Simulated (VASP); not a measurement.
A run of VASP 6.6.1 is set up as follows.

Contents of INCAR:

```
SYSTEM = SrO
ALGO = Normal
EDIFF = 1E-6
ENCUT = 520
GGA = PS
ISIF = 2
ISMEAR = 0
LASPH = .True.
LCHARG = .False.
LREAL = .False.
LWAVE = .False.
NBANDS = 24
NELM = 80
PREC = Accurate
SIGMA = 0.02
```

Contents of KPOINTS:

```
k-points
0
Gamma
  9 9 6
  0 0 0
```

Contents of POSCAR:

```
SrO
1.0
    4.3824384316     -0.2565279759      0.0000000000
   -2.4133789597      3.8592887809      0.0000000000
    0.0000000000      0.0000000000      5.0864069052
Sr O
2 2
Direct
    0.3477375093      0.6307312090      0.9355069357
    0.6522624907      0.3692687910      0.4355069357
    0.3527156992      0.6643758350      0.4394930643
    0.6472843008      0.3356241650      0.9394930643
```

Potentials or basis: VASP PAW PBE potentials, release 64 (Sr_sv, O).

The run is started by

```console
$ cat potpaw_PBE.64/Sr_sv/POTCAR potpaw_PBE.64/O/POTCAR > POTCAR
$ mpirun -np 1 vasp_std > vasp.out
```

(1) Estimate the pressure.

(2) Predict the largest force.

Results:

(1) -2.0 GPa.

(2) 1.287 eV/Å.

Caveat: the cell differs from its parent crystal (strained and its atoms moved); the PAW data sets were made with another functional, which shifts forces and pressure a little.
